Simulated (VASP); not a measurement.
Crystal: Cd3SnS4.

```xyz
8
Lattice="-2.8663 2.8663 5.7381 2.8663 -2.8663 5.7381 2.8663 2.8663 -5.7381" Properties=species:S:1:pos:R:3 pbc="T T T"
Cd    0.0000    0.0000    5.7381
Cd    0.0000    2.8663    2.8691
Cd    2.8663    0.0000    2.8691
Sn    0.0000    0.0000    0.0000
S     2.8663    0.0000    0.0000
S     0.0000    2.8663    0.0000
S     0.0000    0.0000    2.8817
S     0.0000    0.0000    8.5946
```

The cell was built from a structure type or drawn by symmetry, and may not be a known phase.

| Quantity | Value |
| --- | --- |
| Program | VASP 6.6.1 |
| Task | relaxation of cell and atoms |
| Functional | PBE |
| Potentials or basis | VASP PAW PBE potentials, release 64 (Cd, Sn_d, S) |
| Cutoff | 600 eV |
| k mesh | 3 × 3 × 3 |
| Occupations | gaussian, width 0.15 eV |
| Spin | no spin polarisation |

At the start: pressure -4.4 GPa; volume 23.57 Å³/atom.

Task: How do energy, volume and symmetry change on relaxing?

Result: Over 6 steps the energy falls by 30.7 meV/atom and the volume is 21.76 Å³/atom (-7.7 %); space group I4/mmm (No. 139, to 0.1 Å) before and after.

The path:
```csv
step,energy change (eV),largest force (eV/Å),pressure (GPa),volume (Å³)
1,0.0000,0.3340,-4.42,188.57
2,-0.2200,0.2731,1.00,171.39
3,-0.2266,0.2863,0.12,173.66
4,-0.2265,0.2878,0.00,173.95
5,-0.2336,0.2314,-0.01,173.99
6,-0.2458,0.0509,0.00,174.11
```

Final structure:
```
CELL_PARAMETERS angstrom
-2.79594 2.79594 5.56822
2.79594 -2.79594 5.56822
2.79594 2.79594 -5.56822
ATOMIC_POSITIONS crystal
Cd 0.50000 0.50000 0.00000
Cd 0.75000 0.25000 0.50000
Cd 0.25000 0.75000 0.50000
Sn 0.00000 0.00000 0.00000
S 0.00000 0.50000 0.50000
S 0.50000 0.00000 0.50000
S 0.25709 0.25709 0.00000
S 0.74291 0.74291 0.00000
```

Caveat: the k points lie up to 0.42 Å⁻¹ apart in the final cell; the relaxation stopped at a loose force limit of 0.08 eV/Å, so its end isn't a converged minimum.
